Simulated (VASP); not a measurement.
# AlP (lda): single point with LDA

Crystal: AlP (lda).

```
Al P
1.0
     0.00000    2.71694    2.71694
     2.71694    0.00000    2.71694
     2.71694    2.71694    0.00000
Al P
1 1
Direct
  0.00000 0.00000 0.00000
  0.25000 0.25000 0.25000
```

```yaml
Program: VASP 6.6.1
Task: single point
Functional: LDA
Potentials_or_basis: VASP PAW LDA potentials, release 64 (Al, P)
Cutoff: 500 eV
k_mesh: 8 × 8 × 8
Occupations: gaussian, width 0.02 eV
Spin: no spin polarisation
```

```json
{
 "Pressure": "0.1 GPa",
 "Band gap on the k mesh": "1.41 eV, indirect (least direct gap 3.24 eV)"
}
```

Levels at points of the mesh, in eV from the valence-band top:
```
           k point  band 1  band 2  band 3  band 4  band 5  band 6  band 7  band 8  band 9
(0.00, 0.00, 0.00)  -11.59    0.00    0.00    0.00    3.24    4.49    4.49    4.49    8.83
(0.50, 0.00, 0.00)   -9.86   -5.65   -0.78   -0.78    2.72    4.74    4.74    8.11   11.55
(0.50, 0.50, 0.00)   -9.17   -5.40   -2.15   -2.15    1.41    2.33   11.01   11.01   11.99
```

It took 7.8 s on 1 thread of Intel(R) Xeon(R) Platinum 8375C CPU @ 2.90GHz (Ice Lake), on a shared host, peak memory 0.13 GiB.

A k mesh can miss the band edges. Expect the measured gap to be larger: semilocal functionals such as LDA lack the derivative discontinuity.
